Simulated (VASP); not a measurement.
A run of VASP 6.6.1 is set up as follows.

The input INCAR:

```
  PREC = Accurate
  ENCUT = 600
  EDIFF = 1E-7
  ISMEAR = -1
  SIGMA = 0.1
  LREAL = F
  LASPH = T
  NELM = 100
  ALGO = Normal
  ISIF = 3
  LWAVE = F
  LCHARG = F
  GGA = PE
  IBRION = 2
  NSW = 32
  EDIFFG = -0.005
  PSTRESS = 940.0
```

The input KPOINTS:

```
Automatic mesh
0
Gamma
  14 14 14
```

File POSCAR:

```
HfC
1.0
    2.6517393696      0.0000000000      0.0000000000
    0.0000000000      2.6517393696      0.0000000000
    0.0000000000      0.0000000000      2.6517393696
Hf C
1 1
Direct
    0.0000000000      0.0000000000      0.0000000000
    0.5000000000      0.5000000000      0.5000000000
```

Potentials or basis: VASP PAW PBE potentials, release 64 (Hf_pv, C).

The run is started by

```console
$ cat potpaw_PBE.64/Hf_pv/POTCAR potpaw_PBE.64/C/POTCAR > POTCAR
$ mpirun -np 1 vasp_std > vasp.out
```

(1) What does it give for the relaxed cell?

(2) Estimate the space group after relaxing (to 0.1 Å).

(3) Predict the relaxed volume.

Answers

(1) a = 2.648 Å, b = 2.648 Å, c = 2.648 Å, α = 90.00°, β = 90.00°, γ = 90.00°.

(2) Pm-3m (No. 221).

(3) 9.28 Å³/atom.

Caveat: the cell is relaxed towards a set pressure, so the run minimises the enthalpy, not the energy.
